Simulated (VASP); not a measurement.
A run of VASP 6.6.1:

Contents of INCAR:

```
SYSTEM = GaN
PREC = Accurate
ENCUT = 520
EDIFF = 1E-6
ISMEAR = 0
SIGMA = 0.05
LREAL = .False.
LASPH = .True.
NELM = 80
ALGO = Normal
ISIF = 2
LWAVE = .False.
LCHARG = .False.
GGA = PE
NBANDS = 26
```

File KPOINTS:

```
Automatic mesh
0
Gamma
  12 12 6
  0 0 0
```

File POSCAR:

```
GaN
1.0
    3.3389996435      0.0000000000      0.0000000000
   -1.6694998218      2.8916585145      0.0000000000
    0.0000000000      0.0000000000      5.0368500000
Ga N
2 2
Direct
    0.3333333333      0.6666666667      0.0000000000
    0.6666666667      0.3333333333      0.5000000000
    0.3333333333      0.6666666667      0.3750000000
    0.6666666667      0.3333333333      0.8750000000
```

Potentials or basis: VASP PAW PBE potentials, release 64 (Ga_d, N).

Run with:

```bash
$ cat potpaw_PBE.64/Ga_d/POTCAR potpaw_PBE.64/N/POTCAR > POTCAR
$ mpirun -np 1 vasp_std > vasp.out
```

Hardware: 1 thread of AMD EPYC 9R45 96-Core Processor (Zen 5), on a shared host.

Problem. How long does it take, and how much memory?

Solution. Wall time 68 s on 1 thread of AMD EPYC 9R45 96-Core Processor (Zen 5), with other jobs on the host, peak memory 0.19 GiB. Counts: scf iterations 15, k points 76.
